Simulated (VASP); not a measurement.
# Zr4Ag (I4/mmm) in VASP: a series of runs

The runs below take Zr4Ag through single point, with PBE.

All numbers are computed with VASP 6.6.1; they aren't measurements. Logs are shortened: lines on timing, memory, paths and dates and some standing lists are left out, and cuts for length are marked.

## (1) The cell of the first run

It takes space group I4/mmm (No. 139, tetragonal). The conventional cell has a = 5.432 Å, b = 5.432 Å, c = 8.342 Å, α = 90.00°, β = 90.00°, γ = 90.00°. Within 3.6 Å of Zr (site symmetry mmm) lie 2 Ag at 2.72 Å and 4 Zr at 3.10 Å. Zr (site symmetry 4mm) has 1 Ag at 2.69 Å and 5 Zr at 2.97 to 3.10 Å within 3.5 Å. Within 3.5 Å of Ag (site symmetry 4/mmm) lie 6 Zr at 2.69 to 2.72 Å.

The cell was built from a structure type or drawn by symmetry, and may not be a known phase.

## (2) Single point, PBE

Input file INCAR:

```
SYSTEM = Zr4Ag
PREC = Accurate
ENCUT = 520
EDIFF = 1E-6
ISMEAR = 0
SIGMA = 0.1
LREAL = .FALSE.
LASPH = .TRUE.
NELM = 100
ALGO = Fast
ISIF = 2
LWAVE = .FALSE.
LCHARG = .FALSE.
GGA = PE
NBANDS = 38
```

Input file KPOINTS:

```
Automatic mesh
0
G
  8 8 8
  0 0 0
```

Input file POSCAR:

```
Zr4Ag
1.0
   -2.7158168603      2.7158168603      4.1709749811
    2.7158168603     -2.7158168603      4.1709749811
    2.7158168603      2.7158168603     -4.1709749811
Zr Ag
4 1
Direct
    0.5000000000      0.0000000000      0.5000000000
    0.0000000000      0.5000000000      0.5000000000
    0.1781219795      0.1781219795      0.0000000000
    0.8218780205      0.8218780205      0.0000000000
    0.5000000000      0.5000000000      0.0000000000
```

Potentials or basis: VASP PAW PBE potentials, release 64 (Zr_sv, Ag).

Started as:

```sh
$ cat potpaw_PBE.64/Zr_sv/POTCAR potpaw_PBE.64/Ag/POTCAR > POTCAR
$ mpirun -np 1 vasp_std > vasp.out
```

OUTCAR:

```text
SYSTEM = Zr4Ag
   PREC = Accurate
   ENCUT = 520
   EDIFF = 1E-6
   ISMEAR = 0
   LREAL = .FALSE.
   LASPH = .TRUE.
   NELM = 100
   ISIF = 2
   GGA = PE

 ion  position               nearest neighbor table
   1  0.500  0.000  0.500-   5 2.72   5 2.72   3 3.10   3 3.10   4 3.10   4 3.10   4 3.82   3 3.82
                             3 3.82   4 3.82   2 3.84   2 3.84   2 3.84   2 3.84
   2  0.000  0.500  0.500-   5 2.72   5 2.72   3 3.10   3 3.10   4 3.10   4 3.10   4 3.82   3 3.82
                             3 3.82   4 3.82   1 3.84   1 3.84   1 3.84   1 3.84
   3  0.178  0.178  0.000-   5 2.69   4 2.97   1 3.10   2 3.10   2 3.10   1 3.10   1 3.82   2 3.82
                             2 3.82   1 3.82
   4  0.822  0.822  0.000-   5 2.69   3 2.97   1 3.10   2 3.10   1 3.10   2 3.10   1 3.82   2 3.82
                             1 3.82   2 3.82
   5  0.500  0.500  0.000-   3 2.69   4 2.69   1 2.72   2 2.72   1 2.72   2 2.72

  LATTYP: Found a body centered tetragonal cell.
 ALAT       =     5.4316337206
 C/A-ratio  =     1.5358086335

  Lattice vectors:

 A1 = (  -2.7158168603,   2.7158168603,   4.1709749811)
 A2 = (   2.7158168603,  -2.7158168603,   4.1709749811)
 A3 = (   2.7158168603,   2.7158168603,  -4.1709749811)

Analysis of symmetry for initial positions (statically):
=====================================================================
 Subroutine PRICEL returns:
 Original cell was already a primitive cell.

 Routine SETGRP: Setting up the symmetry group for a
 body centered tetragonal supercell.

 Subroutine GETGRP returns: Found 16 space group operations
 (whereof 16 operations were pure point group operations)
 out of a pool of 16 trial point group operations.

The static configuration has the point symmetry D_4h.

Analysis of symmetry for dynamics (positions and initial velocities):
=====================================================================
 Subroutine PRICEL returns:
 Original cell was already a primitive cell.

 Routine SETGRP: Setting up the symmetry group for a
 body centered tetragonal supercell.

 Subroutine GETGRP returns: Found 16 space group operations
 (whereof 16 operations were pure point group operations)
 out of a pool of 16 trial point group operations.

The dynamic configuration has the point symmetry D_4h.

 Subroutine INISYM returns: Found 16 space group operations
 (whereof 16 operations are pure point group operations),
 and found     1 'primitive' translations

----------------------------------------------------------------------------------------

                                     Primitive cell

  volume of cell :     123.0548

  direct lattice vectors                    reciprocal lattice vectors
    -2.715816860  2.715816860  4.170974981     0.000000000  0.184106671  0.119876049
     2.715816860 -2.715816860  4.170974981     0.184106671  0.000000000  0.119876049
     2.715816860  2.715816860 -4.170974981     0.184106671  0.184106671  0.000000000

  length of vectors
     5.669951916  5.669951916  5.669951916     0.219694181  0.219694181  0.260366150

  position of ions in fractional coordinates (direct lattice)
     0.500000000  0.000000000  0.500000000
     0.000000000  0.500000000  0.500000000
     0.178121979  0.178121979  0.000000000
     0.821878021  0.821878021  0.000000000
     0.500000000  0.500000000  0.000000000

  ion indices of the primitive-cell ions
   primitive index   ion index
                 1           1
                 2           2
                 3           3
                 4           4
                 5           5

----------------------------------------------------------------------------------------

 KPOINTS: Automatic mesh

Automatic generation of k-mesh.
 Grid dimensions read from file:
 generate k-points for:    8    8    8

 Generating k-lattice:

  Cartesian coordinates                     Fractional coordinates (reciprocal lattice)
     0.000000000  0.023013334  0.014984506     0.125000000  0.000000000  0.000000000
     0.023013334  0.000000000  0.014984506     0.000000000  0.125000000  0.000000000
     0.023013334  0.023013334  0.000000000     0.000000000  0.000000000  0.125000000

  Length of vectors
     0.027461773  0.027461773  0.032545769

  Shift w.r.t. Gamma in fractional coordinates (k-lattice)
     0.000000000  0.000000000  0.000000000

 Subroutine IBZKPT returns following result:
 ===========================================

 Found     59 irreducible k-points:

 Following reciprocal coordinates:
            Coordinates               Weight
  0.000000  0.000000  0.000000      1.000000
  0.125000  0.000000  0.000000      8.000000
  0.250000  0.000000  0.000000      8.000000
  0.375000  0.000000  0.000000      8.000000
  0.500000  0.000000  0.000000      4.000000
  0.125000  0.125000  0.000000      8.000000
[... 16 lines left out ...]
  0.250000  0.125000  0.125000     16.000000
  0.375000  0.125000  0.125000      8.000000
 [... further k-points ...]
   k-points           NKPTS =     59   k-points in BZ     NKDIM =     59   number of bands    NBANDS=     38
   number of dos      NEDOS =    301   number of ions     NIONS =      5
   total plane-waves  NPLWV =  74088
   dimension x,y,z NGX =    42 NGY =   42 NGZ =   42
   dimension x,y,z NGXF=    84 NGYF=   84 NGZF=   84
   ions per type =               4   1
   NGX,Y,Z   is equivalent  to a cutoff of  12.31, 12.31, 12.31 a.u.
   NGXF,Y,Z  is equivalent  to a cutoff of  24.63, 24.63, 24.63 a.u.
 SYSTEM =  Zr4Ag
   PREC   = accura    normal or accurate (medium, high low for compatibility)
   ISTART =      0    job   : 0-new  1-cont  2-samecut
   ICHARG =      2    charge: 1-file 2-atom 10-const
   ISPIN  =      1    spin polarized calculation?
   LNONCOLLINEAR =      F non collinear calculations
   LSORBIT =      F    spin-orbit coupling
   LASPH  =      T    aspherical Exc in radial PAW
   ENCUT  =  520.0 eV  38.22 Ry    6.18 a.u.  10.54 10.54 10.54*2*pi/ulx,y,z
   NELM   =    100;   NELMIN=  2; NELMDL= -5     # of ELM steps
   EDIFF  = 0.1E-05   stopping-criterion for ELM
   LREAL  =      F    real-space projection
   EDIFFG = 0.1E-04   stopping-criterion for IOM
   NSW    =      0    number of steps for IOM
   IBRION =     -1    ionic relax: 0-MD 1-quasi-New 2-CG
   NFREE  =      0    steps in history (QN), initial steepest desc. (CG)
   ISIF   =      2    stress and relaxation
   ISYM   =      2    0-nonsym 1-usesym 2-fastsym
   POTIM  = 0.5000    time-step for ionic-motion
   TEBEG  =    0.0;   TEEND  =   0.0 temperature during run
   PSTRESS=    0.0 pullay stress
   NELECT =      59.0000    total number of electrons
   NUPDOWN=      -1.0000    fix difference up-down
   EMIN   =  10.00;   EMAX   =-10.00  energy-range for DOS
   EFERMI =   0.00;   METHOD = LEGACY
   ISMEAR =     0;   SIGMA  =   0.10  broadening in eV -4-tet -1-fermi 0-gaus
   EFERMI_NEDOS =   21; number of points for ismear=-14 and -15
   IALGO  =     68    algorithm
   IMIX   =      4    mixing-type and parameters
     AMIX     =   0.40;   BMIX     =  1.00
     AMIX_MAG =   1.60;   BMIX_MAG =  1.00
  volume/ion in A,a.u.               =      24.61       166.08
  Fermi-wavevector in a.u.,A,eV,Ry     =   1.281325  2.421353 22.337963  1.641794
  Thomas-Fermi vector in A             =   2.413701
   LORBIT       =      0    0 simple, 1 ext, 2 COOP (PROOUT), +10 PAW based schemes
   GGA     = PE    functional components
   LHFCALC =     F    Hartree Fock is set to
   AEXX    =    0.0000 exact exchange contribution
   IVDW    =     0    specifies the selected vdW correction
   LEPSILON=     F    determine dielectric tensor
   LRPA    =     F    only Hartree local field effects (RPA)
 non-spin polarized calculation
 RMM-DIIS sequential band-by-band and
 Gauss-broadening in eV      SIGMA  =   0.10
  energy-cutoff  :      520.00
  volume of cell :      123.05
 maximum number of plane-waves:      3375
   NGX = 21   NGY = 21   NGZ = 21

 number of electron      58.9999994 magnetization

 Free energy of the ion-electron system (eV)
  ---------------------------------------------------
  ext. energy  EPLUGINS =         0.00000000
  ---------------------------------------------------
  free energy    TOTEN  =       -34.05529139 eV

  energy without entropy =      -34.00031147  energy(sigma->0) =      -34.02780143

 E-fermi :   7.6379     XC(G=0): -10.6559

 val. band max:        7.6352316855   @ k =  -0.2500   0.5000   0.2500
 cond. band min:       7.6400066059   @ k =  -0.2500   0.3750   0.1250
 fundamental gap:      0.0047749204
 Fermi energy:         7.6378911101

 k-point     1 :       0.0000    0.0000    0.0000
  band No.  band energies     occupation
      1     -41.2642      2.00000
      2     -41.2209      2.00000
      3     -41.0714      2.00000
      4     -41.0458      2.00000
      5     -19.5014      2.00000
      6     -19.5014      2.00000
[... 30 lines left out ...]
     37      10.5273      0.00000
     38      10.9357      0.00000

 k-point     2 :       0.1250    0.0000    0.0000
  band No.  band energies     occupation
      1     -41.2615      2.00000
      2     -41.2212      2.00000
      3     -41.0733      2.00000
      4     -41.0462      2.00000
      5     -19.5088      2.00000
      6     -19.5022      2.00000
[... 30 lines left out ...]
     37      10.4509      0.00000
     38      10.8233      0.00000

 k-point     3 :       0.2500    0.0000    0.0000
  band No.  band energies     occupation
      1     -41.2544      2.00000
      2     -41.2224      2.00000
      3     -41.0781      2.00000
      4     -41.0471      2.00000
      5     -19.5148      2.00000
      6     -19.5039      2.00000
[... 30 lines left out ...]
     37      10.3570      0.00000
     38      10.5731      0.00000

 k-point     4 :       0.3750    0.0000    0.0000
  band No.  band energies     occupation
      1     -41.2461      2.00000
      2     -41.2246      2.00000
      3     -41.0833      2.00000
      4     -41.0481      2.00000
      5     -19.5087      2.00000
      6     -19.5053      2.00000
[... 30 lines left out ...]
     37      10.4683      0.00000
     38      10.5206      0.00000
[... 703 lines left out ...]
      4     -41.0475      2.00000
      5     -19.5735      2.00000
      6     -19.4245      2.00000
[... 30 lines left out ...]
     37      10.3307      0.00000
     38      10.5436      0.00000

 k-point    23 :       0.2500    0.1250    0.1250
  band No.  band energies     occupation
      1     -41.2383      2.00000
      2     -41.2243      2.00000
      3     -41.0910      2.00000
      4     -41.0482      2.00000
      5     -19.5799      2.00000
      6     -19.4381      2.00000
[... 30 lines left out ...]
     37      10.2883      0.00000
     38      10.3382      0.00000

 k-point    24 :       0.3750    0.1250    0.1250
  band No.  band energies     occupation
      1     -41.2340      2.00000
      2     -41.2258      2.00000
      3     -41.0935      2.00000
      4     -41.0485      2.00000
      5     -19.5799      2.00000
      6     -19.4420      2.00000
[... 30 lines left out ...]
     37      10.2484      0.00000
     38      10.3946      0.00000

 [... further k-points ...]

------------------------ aborting loop because EDIFF is reached ----------------------------------------

  FORCE on cell =-STRESS in cart. coord.  units (eV):
  Direction    XX          YY          ZZ          XY          YZ          ZX
  --------------------------------------------------------------------------------------
  -------------------------------------------------------------------------------------
  Total       -0.0182320     -0.0182320      0.0068294      0.0000000      0.0000000      0.0000000
  in kB       -0.2373809     -0.2373809      0.0889194      0.0000000      0.0000000      0.0000000
  external PRESSURE =      -0.1286141 kB  Pullay stress =       0.0000000 kB

 VOLUME and BASIS-vectors are now :
 -----------------------------------------------------------------------------
  energy-cutoff  :      520.00
  volume of cell :      123.05
      direct lattice vectors                 reciprocal lattice vectors
    -2.715816860  2.715816860  4.170974981     0.000000000  0.184106671  0.119876049
     2.715816860 -2.715816860  4.170974981     0.184106671  0.000000000  0.119876049
     2.715816860  2.715816860 -4.170974981     0.184106671  0.184106671  0.000000000

 POSITION                                       TOTAL-FORCE (eV/Angst)
 -----------------------------------------------------------------------------------
      0.00000      2.71582      0.00000        -0.000000     -0.000000      0.000000
      2.71582      0.00000      0.00000        -0.000000     -0.000000     -0.000000
      0.00000      0.00000      1.48588         0.000000      0.000000      0.001593
      0.00000      0.00000      6.85607         0.000000      0.000000     -0.001593
      0.00000      0.00000      4.17097        -0.000000     -0.000000      0.000000
 -----------------------------------------------------------------------------------
    total drift:                               -0.000000      0.000000     -0.000000

  FREE ENERGIE OF THE ION-ELECTRON SYSTEM (eV)
  ---------------------------------------------------
  free  energy   TOTEN  =       -34.0552913908 eV

  energy  without entropy=      -34.0003114663  energy(sigma->0) =      -34.02780143
```

Wall time 8.2 min (1 thread of Intel Xeon Platinum 8375C at 2.90GHz (Ice Lake), shared host); peak memory 0.41 GiB.

What came out:

| Item | Value |
| --- | --- |
| Free energy | -34.0553 eV |
| Pressure | 0.0 GPa |
| Band gap on the k mesh | zero (an odd number of electrons rules out a gap without spin polarisation) |

## (3) Single point, PBE

This run uses another cell than the first one, of 25.32 Å³/atom.

Input file INCAR:

```
PREC = Accurate
ENCUT = 520
EDIFF = 1E-6
ISMEAR = 0
SIGMA = 0.2
LREAL = F
LASPH = T
NELM = 60
ALGO = Normal
ISIF = 2
LWAVE = F
LCHARG = T
GGA = PE
LELF = T
LVHAR = T
NBANDS = 38
```

Input file KPOINTS:

```
Automatic mesh
0
Gamma
  4 4 4
```

Input file POSCAR:

```
Zr4Ag
1.0
   -3.4318938331      3.4318938331      2.6870921899
    3.4318938331     -3.4318938331      2.6870921899
    3.4318938331      3.4318938331     -2.6870921899
Zr Ag
4 1
Direct
    0.2805911624      0.2805911624      0.5611823247
    0.7194088376      0.7194088376      0.4388176753
    0.2805911624      0.7194088376      0.0000000000
    0.7194088376      0.2805911624      0.0000000000
    0.0000000000      0.0000000000      0.0000000000
```

Potentials or basis: VASP PAW PBE potentials, release 64 (Zr_sv, Ag).

Started as:

```sh
$ cat potpaw_PBE.64/Zr_sv/POTCAR potpaw_PBE.64/Ag/POTCAR > POTCAR
$ mpirun -np 1 vasp_std > vasp.out
```

Run time: 2 min. Hardware: 1 thread of Intel Xeon 8259CL, shared host; peak memory 0.28 GiB.

It converged, with:

| Property | Result |
| --- | --- |
| Free energy | -31.9701 eV |
| Pressure | 0.1 GPa |
| Largest force | 0.028 eV/Å |
| Band gap on the k mesh | zero (an odd number of electrons rules out a gap without spin polarisation) |

Forces in eV/Å, atoms in the order of the input:
```
Zr  -0.020 -0.020  0.000
Zr   0.020  0.020  0.000
Zr   0.020 -0.020  0.000
Zr  -0.020  0.020  0.000
Ag   0.000  0.000  0.000
```

Stress tensor (GPa, compression positive):
```
0.01 0.00 0.00
0.00 0.01 0.00
0.00 0.00 0.32
```

Levels at points of the mesh, in eV from the Fermi level:
```tsv
k point	band 27	band 28	band 29	band 30	band 31	band 32
(0.00, 0.00, 0.00)	-1.00	-0.63	-0.28	-0.28	1.10	1.19
(0.50, 0.00, 0.00)	-0.99	-0.25	-0.03	0.14	0.55	0.56
(0.50, 0.50, 0.00)	-0.91	-0.70	-0.40	0.13	0.42	0.44
(0.50, 0.50, 0.50)	-0.82	-0.82	-0.37	-0.25	0.07	0.51
```

Caveat: the k points lie up to 0.37 Å⁻¹ apart, too coarse for converged energies and pressures of a metal.

## (4) Single point, PBE

Input file INCAR:

```
PREC = Accurate
ENCUT = 520
EDIFF = 1E-7
ISMEAR = 0
SIGMA = 0.2
LREAL = False
LASPH = True
NELM = 60
ALGO = Normal
ISIF = 2
LWAVE = False
LCHARG = True
GGA = PE
LELF = True
LVHAR = True
NBANDS = 38
```

Input file KPOINTS:

```
Automatic mesh
0
Gamma
  5 5 5
```

Input file POSCAR:

```
Zr4Ag
1.0
   -2.7100230325      2.7100230325      4.1907914455
    2.7100230325     -2.7100230325      4.1907914455
    2.7100230325      2.7100230325     -4.1907914455
Zr Ag
4 1
Direct
    0.6784341974      0.6784341974      0.0000000000
    0.5000000000      0.0000000000      0.5000000000
    0.0000000000      0.5000000000      0.5000000000
    0.3215658026      0.3215658026      0.0000000000
    0.0000000000      0.0000000000      0.0000000000
```

Potentials or basis: VASP PAW PBE potentials, release 64 (Zr_sv, Ag).

Started as:

```sh
$ cat potpaw_PBE.64/Zr_sv/POTCAR potpaw_PBE.64/Ag/POTCAR > POTCAR
$ mpirun -np 1 vasp_std > vasp.out
```

OUTCAR:

```text
PREC = Accurate
   ENCUT = 520
   EDIFF = 1E-7
   ISMEAR = 0
   LREAL = False
   LASPH = True
   NELM = 60
   ISIF = 2
   GGA = PE

 ion  position               nearest neighbor table
   1  0.678  0.678  0.000-   5 2.70   4 2.99   2 3.10   3 3.10   2 3.10   3 3.10   2 3.82   3 3.82
                             2 3.82   3 3.82
   2  0.500  0.000  0.500-   5 2.71   5 2.71   1 3.10   4 3.10   4 3.10   1 3.10   1 3.82   4 3.82
                             4 3.82   1 3.82   3 3.83   3 3.83   3 3.83   3 3.83
   3  0.000  0.500  0.500-   5 2.71   5 2.71   1 3.10   4 3.10   1 3.10   4 3.10   4 3.82   1 3.82
                             4 3.82   1 3.82   2 3.83   2 3.83   2 3.83   2 3.83
[... 939 lines left out ...]
  Total        0.2650544      0.2650544     -0.2389637      0.0000000      0.0000000      0.0000000
  in kB        3.4494005      3.4494005     -3.1098574      0.0000000      0.0000000      0.0000000
  external PRESSURE =       1.2629812 kB  Pullay stress =       0.0000000 kB

 VOLUME and BASIS-vectors are now :
 -----------------------------------------------------------------------------
  energy-cutoff  :      520.00
  volume of cell :      123.11
      direct lattice vectors                 reciprocal lattice vectors
    -2.710023033  2.710023033  4.190791446     0.000000000  0.184500277  0.119309206
     2.710023033 -2.710023033  4.190791446     0.184500277  0.000000000  0.119309206
     2.710023033  2.710023033 -4.190791446     0.184500277  0.184500277  0.000000000

 POSITION                                       TOTAL-FORCE (eV/Angst)
 -----------------------------------------------------------------------------------
      0.00000      0.00000      5.68635         0.000000      0.000000      0.002060
      0.00000      2.71002      0.00000         0.000000      0.000000     -0.000000
      2.71002      0.00000      0.00000         0.000000      0.000000     -0.000000
      0.00000      0.00000      2.69523        -0.000000     -0.000000     -0.002060
      0.00000      0.00000      0.00000         0.000000      0.000000     -0.000000
 -----------------------------------------------------------------------------------
    total drift:                               -0.000000     -0.000000      0.000000

  FREE ENERGIE OF THE ION-ELECTRON SYSTEM (eV)
  ---------------------------------------------------
  free  energy   TOTEN  =       -34.1336126930 eV

  energy  without entropy=      -33.9256682554  energy(sigma->0) =      -34.02964047
```

stdout:

```text
POSCAR found type information on POSCAR ZrAg
 POSCAR found :  2 types and       5 ions
 scaLAPACK will be used
 LDA part: xc-table for (Slater+PW92), standard interpolation
 POSCAR, INCAR and KPOINTS ok, starting setup
 FFT: planning ... GRIDC
 FFT: planning ... GRID_SOFT
 FFT: planning ... GRID
 WAVECAR not read
 entering main loop
```

Wall time 3.1 min (1 thread of Intel Xeon 8259CL, shared host); peak memory 0.29 GiB.

Results:

```yaml
Free_energy: -34.1336 eV
Pressure: 0.1 GPa
Band_gap_on_the_k_mesh: zero (an odd number of electrons rules out a gap without spin polarisation)
```

Forces in eV/Å, atoms in the order of the input:
```
Zr   0.000  0.000  0.002
Zr   0.000  0.000  0.000
Zr   0.000  0.000  0.000
Zr   0.000  0.000 -0.002
Ag   0.000  0.000  0.000
```

Levels at points of the mesh, in eV from the Fermi level:
```
           k point  band 26  band 27  band 28  band 29  band 30  band 31  band 32  band 33
(0.00, 0.00, 0.00)    -0.77    -0.77    -0.25     0.02     0.02     0.35     0.68     1.40
```

(Continued in part 2 of 2.)
